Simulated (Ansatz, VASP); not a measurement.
## One calculation of BN, two programs

POSCAR

```
BN
1.0
    2.5009753125      0.0000000000      0.0000000000
   -1.2504876563      2.1659081548      0.0000000000
    0.0000000000      0.0000000000      6.8054200487
B N
2 2
Direct
    0.3333333333      0.6666666667      0.2500000000
    0.6666666667      0.3333333333      0.7500000000
    0.3333333333      0.6666666667      0.7500000000
    0.6666666667      0.3333333333      0.2500000000
```

Contents of INCAR.step1:

```
PREC = Accurate ; ENCUT = 520
ISMEAR = 0 ; SIGMA = 0.05
LREAL = F ; LASPH = T
NELM = 100 ; NBANDS = 16
GGA = PE ; ALGO = Normal
EDIFF = 1E-4 ; LWAVE = T
LCHARG = F
```

INCAR.step2

```
PREC = Accurate ; ENCUT = 520
EDIFF = 1E-6 ; ISMEAR = 0
SIGMA = 0.05 ; LREAL = F
LASPH = T ; NELM = 100
ALGO = Normal ; ISIF = 2
LWAVE = F ; LCHARG = F
METAGGA = R2SCAN ; LMIXTAU = T
NBANDS = 16 ; ISTART = 1
```

KPOINTS

```
Automatic mesh
0
Gamma
  12 12 4
```

Input for Ansatz:

```yaml
crystal:
  lattice:
    - [2.5009753125, 0.0, 0.0]
    - [-1.2504876563, 2.1659081548, 0.0]
    - [0.0, 0.0, 6.8054200487]
  atoms:
    - { symbol: B, position: [0.3333333333, 0.6666666667, 0.25] }
    - { symbol: B, position: [0.6666666667, 0.3333333333, 0.75] }
    - { symbol: "N", position: [0.3333333333, 0.6666666667, 0.75] }
    - { symbol: "N", position: [0.6666666667, 0.3333333333, 0.25] }
basis:
  ecutwfc: 500
kpoints:
  mp_grid: { grid: [12, 12, 4] }
hamiltonian:
  xc: r2scan
scf:
  occupations: { method: gaussian, width: 0.05 }
output:
  forces: true
  stress: true
  eigenvalues: true
  write_density: true
  write_potential: true
  elf: true
  volumetric_format: npy
```

Change from the starting cell: strain -0.0100 x Voigt [0, 0, 1, 0, 0, 0], atoms carried along.

Alike in both runs: task single point; functional r2SCAN; k mesh 12 × 12 × 4; occupations gaussian, width 0.05 eV; no spin polarisation.

```csv
,VASP,Ansatz
version,VASP 6.6.1,Ansatz 0.2.0
potentials or method,"VASP PAW PBE potentials, release 64 (B, N), cutoff 520 eV","scalar-relativistic, plane waves, PAW"
valence electrons in the cell,16,16
```

|  | VASP | Ansatz | Ansatz less VASP |
| --- | --- | --- | --- |
| gap on the k mesh at the Fermi level (eV) | 4.91 | 4.87 | -0.040 |
| least direct gap on the mesh (eV) | 5.37 | 5.31 | -0.061 |
| pressure (GPa) | 0.4 | 0.1 | -0.38 |
| traceless stress, the component that is largest in VASP (GPa) | -0.47 | 0.19 | +0.663 |

VASP's potentials were made for PBE, not for r2SCAN.
